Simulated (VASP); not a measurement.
**MgB2: single point with PBEsol+D3(BJ)**

MgB2:

```xyz
3
Lattice="3.0472 0.0000 0.0000 -1.5236 2.6389 0.0000 0.0000 0.0000 3.4343" Properties=species:S:1:pos:R:3 pbc="T T T"
Mg    0.0000    0.0000    0.0000
B     1.5236    0.8796    1.7171
B     0.0000    1.7593    1.7171
```

```json
{
  "Program": "VASP 6.6.1",
  "Task": "single point",
  "Functional": "PBEsol",
  "Dispersion": "D3(BJ)",
  "Potentials or basis": "VASP PAW PBE potentials, release 64 (Mg, B)",
  "Cutoff": "520 eV",
  "k mesh": "10 × 10 × 8",
  "Occupations": "fermi-dirac, width 0.05 eV",
  "Spin": "no spin polarisation"
}
```

```
Pressure                   : 0.0 GPa
Band gap on the k mesh     : zero (band 4 reaches 6.79 eV, above the bottom of band 5 at 4.11 eV)
Dispersion energy per atom : -0.247 eV
```

Stress tensor (GPa, compression positive):
```
 0.12  0.00  0.00
 0.00  0.12  0.00
 0.00  0.00 -0.11
```

Levels at points of the mesh, in eV from the Fermi level:
```csv
k point,band 1,band 2,band 3,band 4,band 5,band 6,band 7,band 8,band 9
"(0.00, 0.00, 0.00)",-12.75,-2.95,0.30,0.30,1.90,6.31,6.31,8.39,10.26
"(0.50, 0.00, 0.00)",-8.74,-8.11,-2.32,0.23,3.21,3.80,5.66,7.62,13.04
"(0.00, 0.00, 0.50)",-11.35,-7.71,0.73,0.73,6.64,6.64,8.04,10.44,10.67
"(0.50, 0.00, 0.50)",-7.66,-7.12,-3.78,-2.00,-1.43,5.88,9.04,9.06,13.81
```

Run time: 8 s on 1 thread of Intel(R) Xeon(R) 6975P-C (Granite Rapids), with other jobs on the host, peak memory 0.17 GiB.

Caveat: the PAW data sets were made with another functional, which shifts forces and pressure a little; pairwise dispersion overbinds metals, which lowers pressure and volume.
